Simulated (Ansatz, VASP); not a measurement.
Two plane-wave programs on Zn

```
CELL_PARAMETERS angstrom
0.00000 2.14320 2.14320
2.14320 0.00000 2.14320
2.14320 2.14320 0.00000
ATOMIC_POSITIONS crystal
Zn 0.00000 0.00000 0.00000
```

Alike in both runs: task relaxation of cell and atoms; functional PBE; k mesh 8 × 8 × 8; occupations gaussian, width 0.1 eV; no spin polarisation.

```csv
,VASP,Ansatz
version,VASP 6.6.1,Ansatz 0.2.0
potentials or method,"VASP PAW PBE potentials, release 64 (Zn), cutoff 500 eV","scalar-relativistic, plane waves, PAW"
valence electrons in the cell,12,12
```

|  | VASP | Ansatz | Ansatz less VASP |
| --- | --- | --- | --- |
| gap on the k mesh at the Fermi level, each at its own relaxed structure (eV) | none | none | - |
| relaxed volume (Å³/atom) | 15.20 | 15.25 | +0.047 |
| relaxed cell length with the largest relative difference (Å) | 2.781 | 2.784 | +0.0028 |

A gap of «none» marks a metal or a gap that the smearing closes.

Noted on VASP's run: the volume moved by over 15 % at a fixed basis, so the end points are rough.
